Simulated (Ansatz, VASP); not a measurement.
**One calculation of SrTiO3, two programs**

```
Sr Ti O
1.0
     3.89338   -0.09302   -0.09302
    -0.09302    3.89338   -0.09302
    -0.09302   -0.09302    3.89338
Sr Ti O
1 1 3
Direct
  0.00000 0.00000 0.00000
  0.50000 0.50000 0.50000
  0.00000 0.50000 0.50000
  0.50000 0.00000 0.50000
  0.50000 0.50000 0.00000
```

Alike in both runs: task single point; functional PBEsol; k mesh 8 × 8 × 8; occupations gaussian, width 0.05 eV; no spin polarisation.

|  | VASP | Ansatz |
| --- | --- | --- |
| version | VASP 6.6.1 | Ansatz 0.2.0 |
| potentials or method | VASP PAW PBE potentials, release 64 (Sr_sv, Ti_sv, O), cutoff 520 eV | scalar-relativistic, plane waves, PAW |
| valence electrons in the cell | 40 | 40 |

|  | VASP | Ansatz | Ansatz less VASP |
| --- | --- | --- | --- |
| gap on the k mesh at the Fermi level (eV) | 1.52 | 1.55 | +0.032 |
| least direct gap on the mesh (eV) | 1.73 | 1.75 | +0.025 |
| pressure (GPa) | 0.9 | 0.2 | -0.68 |
| traceless stress, the component that is largest in VASP (GPa) | 5.63 | 5.62 | -0.016 |

VASP's potentials were made for PBE, not for PBEsol.
